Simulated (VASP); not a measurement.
A run of VASP 6.6.1 is set up as follows.

File INCAR:

```
ALGO = Normal
EDIFF = 1E-7
ENCUT = 520
GGA = PS
ISIF = 2
ISMEAR = 0
LASPH = T
LCHARG = T
LELF = T
LREAL = F
LVHAR = T
LWAVE = F
NBANDS = 16
NELM = 80
PREC = Accurate
SIGMA = 0.02
```

KPOINTS

```
k-points
0
Gamma
  8 8 8
```

POSCAR

```
ZnSe
1.0
    0.0000000000      2.8721696520      2.8721696520
    2.8721696520      0.0000000000      2.8721696520
    2.8721696520      2.8721696520      0.0000000000
Zn Se
1 1
Direct
    0.0000000000      0.0000000000      0.0000000000
    0.7500000000      0.7500000000      0.7500000000
```

Potentials or basis: VASP PAW PBE potentials, release 64 (Zn, Se).

Command:

```bash
$ cat potpaw_PBE.64/Zn/POTCAR potpaw_PBE.64/Se/POTCAR > POTCAR
$ mpirun -np 1 vasp_std > vasp.out
```

**Question.** Estimate the band gap on the k mesh.

**Answer.** 1.01 eV, direct.

**Question.** Predict the pressure.

**Answer.** -3.1 GPa.

Caveat: the cell differs from its parent crystal (strained); the PAW data sets were made with another functional, which shifts forces and pressure a little.
